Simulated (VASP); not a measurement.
# W in VASP: notebook

W is run at these levels: PBEsol; tasks: single point.

Program: VASP 6.6.1. These are calculated values, not measurements. Logs are shortened: lines on timing, memory, paths and dates and some standing lists are left out, and cuts for length are marked.

### Step 1. The cell of the first run

The structure is monoclinic, space group C2/m (No. 12). The conventional cell has a = 4.610 Å, b = 2.949 Å, c = 2.689 Å, α = 90.00°, β = 119.06°, γ = 90.00°. Within 3.5 Å of W (site symmetry 2/m) lie 12 W at 2.69 to 2.95 Å.

### Step 2. Single point, PBEsol

INCAR reads:

```
SYSTEM = W
ALGO = Fast ; EDIFF = 1E-6
ENCUT = 520 ; GGA = PS
ISIF = 2 ; ISMEAR = 0
ISYM = 0 ; LASPH = .True.
LCHARG = .True. ; LELF = .True.
LREAL = .False. ; LVHAR = .True.
LWAVE = .False. ; NBANDS = 13
NELM = 60 ; PREC = Accurate
SIGMA = 0.1
```

KPOINTS reads:

```
k-points
0
Gamma
  12 12 16
  0 0 0
```

POSCAR reads:

```
W
1.0
    2.9487779188     -0.0000854295     -0.0295409106
   -1.4744629435      2.5538447321      0.0000000000
    1.4523838328      0.8385341969      2.1021477033
W
1
Direct
    0.0000000000      0.0000000000      0.0000000000
```

Potentials or basis: VASP PAW PBE potentials, release 64 (W_sv).

Command:

```
cat potpaw_PBE.64/W_sv/POTCAR > POTCAR
mpirun -np 1 vasp_std > vasp.out
```

OUTCAR:

```text
SYSTEM = W
   EDIFF = 1E-6
   ENCUT = 520
   GGA = PS
   ISIF = 2
   ISMEAR = 0
   ISYM = 0
   LASPH = .True.
   LREAL = .False.
   NELM = 60
   PREC = Accurate

 ion  position               nearest neighbor table
   1  0.000  0.000  0.000-

IMPORTANT INFORMATION: All symmetrisations will be switched off!
NOSYMM: (Re-)initialisation of all symmetry stuff for point group C_1.

----------------------------------------------------------------------------------------

                                     Primitive cell

  volume of cell :      15.9765

  direct lattice vectors                    reciprocal lattice vectors
     2.948777919 -0.000085430 -0.029540911     0.336028069  0.194005896 -0.309551185
    -1.474462944  2.553844732  0.000000000    -0.001539226  0.390677810 -0.154775593
     1.452383833  0.838534197  2.102147703     0.004722111  0.002726312  0.471353927

  length of vectors
     2.948925887  2.948925887  2.689160345     0.496361851  0.420222566  0.471385464

  position of ions in fractional coordinates (direct lattice)
     0.000000000  0.000000000  0.000000000

  ion indices of the primitive-cell ions
   primitive index   ion index
                 1           1

----------------------------------------------------------------------------------------

 KPOINTS: k-points

Automatic generation of k-mesh.
 Grid dimensions read from file:
 generate k-points for:   12   12   16

 Generating k-lattice:

  Cartesian coordinates                     Fractional coordinates (reciprocal lattice)
     0.028002339  0.016167158 -0.025795932     0.083333333 -0.000000000  0.000000000
    -0.000128269  0.032556484 -0.012897966     0.000000000  0.083333333 -0.000000000
     0.000295132  0.000170395  0.029459620     0.000000000 -0.000000000  0.062500000

  Length of vectors
     0.041363488  0.035018547  0.029461592

  Shift w.r.t. Gamma in fractional coordinates (k-lattice)
     0.000000000  0.000000000  0.000000000

 Subroutine IBZKPT returns following result:
 ===========================================

 Found   1156 irreducible k-points:

 Following reciprocal coordinates:
            Coordinates               Weight
  0.000000  0.000000  0.000000      1.000000
  0.083333 -0.000000  0.000000      2.000000
  0.166667 -0.000000 -0.000000      2.000000
  0.250000 -0.000000  0.000000      2.000000
  0.333333 -0.000000  0.000000      2.000000
  0.416667 -0.000000  0.000000      2.000000
[... 39 lines left out ...]
   EDIFFG = 0.1E-04   stopping-criterion for IOM
   NSW    =      0    number of steps for IOM
   IBRION =     -1    ionic relax: 0-MD 1-quasi-New 2-CG
   NFREE  =      0    steps in history (QN), initial steepest desc. (CG)
   ISIF   =      2    stress and relaxation
   ISYM   =      0    0-nonsym 1-usesym 2-fastsym
   POTIM  = 0.5000    time-step for ionic-motion
   TEBEG  =    0.0;   TEEND  =   0.0 temperature during run
   PSTRESS=    0.0 pullay stress
   NELECT =      14.0000    total number of electrons
   NUPDOWN=      -1.0000    fix difference up-down
   EMIN   =  10.00;   EMAX   =-10.00  energy-range for DOS
   EFERMI =   0.00;   METHOD = LEGACY
   ISMEAR =     0;   SIGMA  =   0.10  broadening in eV -4-tet -1-fermi 0-gaus
   EFERMI_NEDOS =   21; number of points for ismear=-14 and -15
   IALGO  =     68    algorithm
   IMIX   =      4    mixing-type and parameters
     AMIX     =   0.40;   BMIX     =  1.00
     AMIX_MAG =   1.60;   BMIX_MAG =  1.00
  volume/ion in A,a.u.               =      15.98       107.81
  Fermi-wavevector in a.u.,A,eV,Ry     =   1.566595  2.960436 33.391697  2.454220
  Thomas-Fermi vector in A             =   2.668900
   LORBIT       =      0    0 simple, 1 ext, 2 COOP (PROOUT), +10 PAW based schemes
   GGA     = PS    functional components
   LHFCALC =     F    Hartree Fock is set to
   AEXX    =    0.0000 exact exchange contribution
   IVDW    =     0    specifies the selected vdW correction
   LEPSILON=     F    determine dielectric tensor
   LRPA    =     F    only Hartree local field effects (RPA)
 non-spin polarized calculation
 RMM-DIIS sequential band-by-band and
 Gauss-broadening in eV      SIGMA  =   0.10
  energy-cutoff  :      520.00
  volume of cell :       15.98
 maximum number of plane-waves:       448
 NGX is ok and might be reduce to    24
   NGX = 11   NGY = 11   NGZ =  9

 number of electron      14.0000000 magnetization

 Free energy of the ion-electron system (eV)
  ---------------------------------------------------
  ext. energy  EPLUGINS =         0.00000000
  ---------------------------------------------------
  free energy    TOTEN  =       -13.37810499 eV

  energy without entropy =      -13.37447115  energy(sigma->0) =      -13.37628807

 E-fermi :  10.8817     XC(G=0): -13.6944

 val. band max:       10.8798609086   @ k =   0.3333   0.0833   0.5000
 cond. band min:      10.8904400721   @ k =  -0.1667   0.2500   0.3750
 fundamental gap:      0.0105791634
 Fermi energy:        10.8816934683

 k-point     1 :       0.0000    0.0000    0.0000
  band No.  band energies     occupation
      1     -62.9155      2.00000
      2     -26.5906      2.00000
      3     -26.5565      2.00000
      4     -26.2881      2.00000
      5       1.5657      2.00000
      6       9.0894      2.00000
      7       9.1288      2.00000
      8      11.7725      0.00000
      9      13.4421      0.00000
     10      13.7613      0.00000
     11      23.5399      0.00000
     12      27.9142      0.00000
     13      28.0042      0.00000
[... 354 lines left out ...]
  band No.  band energies     occupation
      1     -62.8263      2.00000
      2     -27.3417      2.00000
      3     -26.7609      2.00000
      4     -26.5163      2.00000
      5       4.9051      2.00000
      6       7.9203      2.00000
      7       9.3653      2.00000
      8      12.4639      0.00000
      9      13.1743      0.00000
     10      15.1471      0.00000
     11      24.7280      0.00000
     12      27.8762      0.00000
     13      30.1775      0.00000

 [... further k-points ...]
[... 5 lines left out ...]
  --------------------------------------------------------------------------------------
  -------------------------------------------------------------------------------------
  Total        0.3947698      0.3126701      0.0999989      0.0710996      0.0008466      0.0014661
  in kB       39.5887967     31.3555788     10.0282105      7.1301006      0.0849013      0.1470277
  external PRESSURE =      26.9908620 kB  Pullay stress =       0.0000000 kB

 VOLUME and BASIS-vectors are now :
 -----------------------------------------------------------------------------
  energy-cutoff  :      520.00
  volume of cell :       15.98
      direct lattice vectors                 reciprocal lattice vectors
     2.948777919 -0.000085430 -0.029540911     0.336028069  0.194005896 -0.309551185
    -1.474462944  2.553844732  0.000000000    -0.001539226  0.390677810 -0.154775593
     1.452383833  0.838534197  2.102147703     0.004722111  0.002726312  0.471353927

 POSITION                                       TOTAL-FORCE (eV/Angst)
 -----------------------------------------------------------------------------------
      0.00000      0.00000      0.00000        -0.000000     -0.000000     -0.000000
 -----------------------------------------------------------------------------------
    total drift:                               -0.000000     -0.000000     -0.000000

  FREE ENERGIE OF THE ION-ELECTRON SYSTEM (eV)
  ---------------------------------------------------
  free  energy   TOTEN  =       -13.3781049939 eV

  energy  without entropy=      -13.3744711482  energy(sigma->0) =      -13.37628807
```

Wall time 75 s (1 thread of Intel Xeon 6975P-C (Granite Rapids), shared host); peak memory 0.33 GiB.

Results:

```yaml
Free_energy: -13.3781 eV
Pressure: 2.7 GPa
Band_gap_on_the_k_mesh: zero (band 7 reaches 14.11 eV, above the bottom of band 8 at 10.03 eV)
```

Caveat: the PAW data sets were made with another functional, which shifts forces and pressure a little; spin-orbit coupling is left out, which moves the levels of the heavy elements.

### Step 3. Single point, PBEsol

This run uses another cell than the first one, of 16.52 Å³/atom, 1.034 times its volume.

INCAR reads:

```
  PREC = Accurate
  ENCUT = 520
  EDIFF = 1E-7
  ISMEAR = 0
  SIGMA = 0.1
  LREAL = False
  LASPH = True
  NELM = 100
  ALGO = Fast
  ISIF = 2
  LWAVE = False
  LCHARG = False
  GGA = PS
  ISYM = 0
  NBANDS = 13
```

KPOINTS reads:

```
Automatic mesh
0
Gamma
  12 12 16
```

POSCAR reads:

```
W
1.0
    2.9489258870      0.0000000000      0.0000000000
   -1.4744629435      2.5538447321      0.0000000000
    1.4744629435      0.8512815774      2.1942032776
W
1
Direct
    0.0000000000      0.0000000000      0.0000000000
```

Potentials or basis: VASP PAW PBE potentials, release 64 (W_sv).

Command:

```
cat potpaw_PBE.64/W_sv/POTCAR > POTCAR
mpirun -np 1 vasp_std > vasp.out
```

OUTCAR:

```text
PREC = Accurate
   ENCUT = 520
   EDIFF = 1E-7
   ISMEAR = 0
   LREAL = False
   LASPH = True
   NELM = 100
   ISIF = 2
   GGA = PS
   ISYM = 0

 ion  position               nearest neighbor table
   1  0.000  0.000  0.000-

IMPORTANT INFORMATION: All symmetrisations will be switched off!
NOSYMM: (Re-)initialisation of all symmetry stuff for point group C_1.

----------------------------------------------------------------------------------------

                                     Primitive cell

  volume of cell :      16.5248

  direct lattice vectors                    reciprocal lattice vectors
     2.948925887  0.000000000  0.000000000     0.339106522  0.195783242 -0.303830859
    -1.474462944  2.553844732  0.000000000     0.000000000  0.391566483 -0.151915430
     1.474462944  0.851281577  2.194203278     0.000000000  0.000000000  0.455746289

  length of vectors
     2.948925887  2.948925887  2.777273721     0.495618302  0.420003105  0.455746289

  position of ions in fractional coordinates (direct lattice)
     0.000000000  0.000000000  0.000000000

  ion indices of the primitive-cell ions
   primitive index   ion index
                 1           1

----------------------------------------------------------------------------------------

 KPOINTS: Automatic mesh

Automatic generation of k-mesh.
 Grid dimensions read from file:
 generate k-points for:   12   12   16

 Generating k-lattice:

  Cartesian coordinates                     Fractional coordinates (reciprocal lattice)
     0.028258877  0.016315270 -0.025319238     0.083333333  0.000000000  0.000000000
     0.000000000  0.032630540 -0.012659619     0.000000000  0.083333333 -0.000000000
     0.000000000  0.000000000  0.028484143     0.000000000  0.000000000  0.062500000

  Length of vectors
     0.041301525  0.035000259  0.028484143

  Shift w.r.t. Gamma in fractional coordinates (k-lattice)
     0.000000000  0.000000000  0.000000000

 -----------------------------------------------------------------------------
[... 95 lines left out ...]
   LORBIT       =      0    0 simple, 1 ext, 2 COOP (PROOUT), +10 PAW based schemes
   GGA     = PS    functional components
   LHFCALC =     F    Hartree Fock is set to
   AEXX    =    0.0000 exact exchange contribution
   IVDW    =     0    specifies the selected vdW correction
   LEPSILON=     F    determine dielectric tensor
   LRPA    =     F    only Hartree local field effects (RPA)
 non-spin polarized calculation
 RMM-DIIS sequential band-by-band and
 Gauss-broadening in eV      SIGMA  =   0.10
  energy-cutoff  :      520.00
  volume of cell :       16.52
 maximum number of plane-waves:       462
 NGX is ok and might be reduce to    24
   NGX = 11   NGY = 11   NGZ = 11

 number of electron      13.9999999 magnetization

 Free energy of the ion-electron system (eV)
  ---------------------------------------------------
  ext. energy  EPLUGINS =         0.00000000
  ---------------------------------------------------
  free energy    TOTEN  =       -13.35216995 eV

  energy without entropy =      -13.34812999  energy(sigma->0) =      -13.35014997

 E-fermi :  10.3839     XC(G=0): -13.5117

 val. band max:       10.3814562438   @ k =   0.4167   0.0833   0.3125
 cond. band min:      10.3864756081   @ k =   0.0000   0.4167   0.0625
 fundamental gap:      0.0050193643
 Fermi energy:        10.3839149032

 k-point     1 :       0.0000    0.0000    0.0000
  band No.  band energies     occupation
      1     -63.4402      2.00000
      2     -27.1299      2.00000
      3     -27.1274      2.00000
      4     -26.9238      2.00000
      5       1.2662      2.00000
      6       9.0070      2.00000
      7       9.0089      2.00000
      8      10.8238      0.00000
      9      12.8972      0.00000
     10      12.8975      0.00000
     11      23.0226      0.00000
     12      27.4933      0.00000
     13      27.4953      0.00000
[... 354 lines left out ...]
  band No.  band energies     occupation
      1     -63.3074      2.00000
      2     -28.0541      2.00000
      3     -27.6168      2.00000
      4     -27.2910      2.00000
      5       5.4745      2.00000
      6       6.3590      2.00000
      7      10.5515      0.01780
      8      13.4064      0.00000
      9      15.3276      0.00000
     10      16.9594      0.00000
     11      20.0623      0.00000
     12      25.0070      0.00000
     13      26.0373      0.00000

 [... further k-points ...]
[... 5 lines left out ...]
  --------------------------------------------------------------------------------------
  -------------------------------------------------------------------------------------
  Total       -0.4649654     -0.4575024     -1.5272917     -0.0064640     -0.0029469     -0.0051039
  in kB      -45.0812597    -44.3576697   -148.0803324     -0.6267290     -0.2857171     -0.4948577
  external PRESSURE =     -79.1730873 kB  Pullay stress =       0.0000000 kB

 VOLUME and BASIS-vectors are now :
 -----------------------------------------------------------------------------
  energy-cutoff  :      520.00
  volume of cell :       16.52
      direct lattice vectors                 reciprocal lattice vectors
     2.948925887  0.000000000  0.000000000     0.339106522  0.195783242 -0.303830859
    -1.474462944  2.553844732  0.000000000     0.000000000  0.391566483 -0.151915430
     1.474462944  0.851281577  2.194203278     0.000000000  0.000000000  0.455746289

 POSITION                                       TOTAL-FORCE (eV/Angst)
 -----------------------------------------------------------------------------------
      0.00000      0.00000      0.00000        -0.000000      0.000000      0.000000
 -----------------------------------------------------------------------------------
    total drift:                               -0.000000      0.000000      0.000000

  FREE ENERGIE OF THE ION-ELECTRON SYSTEM (eV)
  ---------------------------------------------------
  free  energy   TOTEN  =       -13.3521699539 eV

  energy  without entropy=      -13.3481299913  energy(sigma->0) =      -13.35014997
```

stdout:

```text
POSCAR found type information on POSCAR W
 POSCAR found :  1 types and       1 ions
 scaLAPACK will be used
 -----------------------------------------------------------------------------
|                                                                             |
|                                                                             |
[... 32 lines left out ...]
WARNING in EDDRMM: call to ZHEGV failed, returncode =   8  4     12
WARNING in EDDRMM: call to ZHEGV failed, returncode =   8  4     13
WARNING in EDDRMM: call to ZHEGV failed, returncode =   8  4     13
WARNING in EDDRMM: call to ZHEGV failed, returncode =   6  3     12
WARNING in EDDRMM: call to ZHEGV failed, returncode =   8  4     12
WARNING in EDDRMM: call to ZHEGV failed, returncode =   8  4     13
WARNING in EDDRMM: call to ZHEGV failed, returncode =   6  3     12
WARNING in EDDRMM: call to ZHEGV failed, returncode =   6  3     12
```

Wall time 96 s (1 thread of Intel Xeon 6975P-C (Granite Rapids), shared host); peak memory 0.34 GiB.

What came out:

```
Free energy            : -13.3522 eV
Pressure               : -7.9 GPa
Band gap on the k mesh : zero (band 7 reaches 13.30 eV, above the bottom of band 8 at 9.67 eV)
```

Stress tensor (GPa, compression positive):
```
 -4.51  -0.06  -0.05
 -0.06  -4.44  -0.03
 -0.05  -0.03 -14.81
```

Caveat: the PAW data sets were made with another functional, which shifts forces and pressure a little; spin-orbit coupling is left out, which moves the levels of the heavy elements.
